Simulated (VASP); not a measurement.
A run of VASP 6.6.1 is set up as follows.

INCAR

```
SYSTEM = V
PREC     = Accurate       ! precision mode
ENCUT    = 520            ! plane-wave cutoff, eV
EDIFF    = 1E-6           ! SCF threshold, eV
ISMEAR   = -1             ! smearing method
SIGMA    = 0.1            ! smearing width, eV
LREAL    = .FALSE.        ! projectors in reciprocal space
LASPH    = .TRUE.         ! aspherical terms in the spheres
NELM     = 100            ! most SCF steps
ALGO     = Normal         ! electronic algorithm
ISIF     = 2              ! what is computed and relaxed
LWAVE    = .FALSE.        ! write WAVECAR
LCHARG   = .FALSE.        ! write CHGCAR
GGA      = CA             ! functional
NBANDS   = 12             ! bands
```

The input KPOINTS:

```
Automatic mesh
0
G
  25 25 25
  0 0 0
```

POSCAR

```
V
1.0
   -1.4438698689      1.4438698689      1.4438698689
    1.4438698689     -1.4438698689      1.4438698689
    1.4438698689      1.4438698689     -1.4438698689
V
1
Direct
    0.0000000000      0.0000000000      0.0000000000
```

Potentials or basis: VASP PAW LDA potentials, release 64 (V_sv).

The run is started by

```sh
$ cat potpaw_LDA.64/V_sv/POTCAR > POTCAR
$ mpirun -np 1 vasp_std > vasp.out
```

Question: What does it give for the pressure?

Answer: 9.8 GPa.
